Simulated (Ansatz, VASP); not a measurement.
Br in VASP and in Ansatz

File POSCAR:

```
Br
1.0
    3.3632500000     -2.3225500000      0.0000000000
    3.3632500000      2.3225500000      0.0000000000
    0.0000000000      0.0000000000      8.7023000000
Br
4
Direct
    0.3651000000      0.6349000000      0.3901000000
    0.1349000000      0.8651000000      0.8901000000
    0.6349000000      0.3651000000      0.6099000000
    0.8651000000      0.1349000000      0.1099000000
```

INCAR.step1

```
SYSTEM = Br
PREC = Accurate
ENCUT = 520
EDIFF = 1E-5
ISMEAR = -1
SIGMA = 0.05
LREAL = .FALSE.
LASPH = .TRUE.
NELM = 60
ALGO = Normal
ISIF = 2
LWAVE = .TRUE.
LCHARG = .FALSE.
GGA = PE
NBANDS = 22
```

The input INCAR.step2:

```
SYSTEM = Br
PREC = Accurate
ENCUT = 520
EDIFF = 1E-6
ISMEAR = -1
SIGMA = 0.05
LREAL = .FALSE.
LASPH = .TRUE.
NELM = 60
ALGO = Normal
ISIF = 2
LWAVE = .FALSE.
LCHARG = .FALSE.
GGA = PE
LHFCALC = .TRUE.
AEXX = 0.25
HFSCREEN = 0.2078699
PRECFOCK = Normal
ISTART = 1
NBANDS = 22
```

File KPOINTS:

```
Automatic mesh
0
G
  4 4 2
  0 0 0
```

Contents of input.yaml:

```yaml
crystal:
  lattice:
    - [3.36325, -2.32255, 0.0]
    - [3.36325, 2.32255, 0.0]
    - [0.0, 0.0, 8.7023]
  atoms:
    - { symbol: Br, position: [0.3651, 0.6349, 0.3901] }
    - { symbol: Br, position: [0.1349, 0.8651, 0.8901] }
    - { symbol: Br, position: [0.6349, 0.3651, 0.6099] }
    - { symbol: Br, position: [0.8651, 0.1349, 0.1099] }
hamiltonian:
  xc:
    exchange: pbe
    correlation: pbe
    exx: { coeff: 0.25, omega: 0.2078699 }
  pseudopotentials: { kind: paw }
kpoints:
  mp_grid: { grid: [4, 4, 2] }
scf:
  occupations: { method: fermi_dirac, width: 0.05 }
output:
  forces: true
  stress: true
  eigenvalues: true
```

Alike in both runs: task single point; functional PBE-based screened hybrid with a share of 0.25 of exact exchange and HFSCREEN = 0.2078699; k mesh 4 × 4 × 2; occupations fermi-dirac, width 0.05 eV; no spin polarisation.

```csv
,VASP,Ansatz
version,VASP 6.6.1,Ansatz 0.2.0
potentials or method,"VASP PAW PBE potentials, release 64 (Br)",Ansatz PAW
plane-wave cutoff (eV),520,420
valence electrons in the cell,28,28
```

```csv
,VASP,Ansatz,Ansatz less VASP
gap on the k mesh at the Fermi level (eV),3.10,3.10,+0.001
least direct gap on the mesh (eV),3.22,3.22,+0.002
pressure (GPa),0.8,0.8,+0.06
"traceless stress, the component that is largest in VASP (GPa)",-0.24,-0.24,-0.001
rms of the force components (eV/Å),0.091,0.103,+0.0125
```

VASP's potentials were made for PBE, not for PBE-based screened hybrid. Atom by atom the forces differ by 0.013 eV/Å (rms over components).
